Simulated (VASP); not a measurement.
Input of a VASP 6.6.1 run:

File INCAR:

```
SYSTEM = CdS
PREC = Accurate
ENCUT = 520
EDIFF = 1E-8
ISMEAR = -1
SIGMA = 0.02
LREAL = .FALSE.
LASPH = .TRUE.
NELM = 100
ALGO = Normal
ISIF = 2
LWAVE = .FALSE.
LCHARG = .FALSE.
GGA = PE
LEFG = .TRUE.
NBANDS = 16
```

File KPOINTS:

```
Automatic mesh
0
G
  7 7 7
  0 0 0
```

The input POSCAR:

```
CdS
1.0
    0.0000000000      2.8828763328      2.8828763328
    2.8828763328      0.0000000000      2.8828763328
    2.8828763328      2.8828763328      0.0000000000
Cd S
1 1
Direct
    0.0000000000      0.0000000000      0.0000000000
    0.7500000000      0.7500000000      0.7500000000
```

Potentials or basis: VASP PAW PBE potentials, release 64 (Cd, S).

Command:

```sh
$ cat potpaw_PBE.64/Cd/POTCAR potpaw_PBE.64/S/POTCAR > POTCAR
$ mpirun -np 1 vasp_std > vasp.out
```

(1) Predict the band gap on the k mesh.

(2) Estimate the pressure.

Answers

(1) 1.22 eV, direct.

(2) 5.8 GPa.

Caveat: without QUAD_EFG the Cq values of the log hold for a quadrupole moment of 1 mb, not for the nuclei.
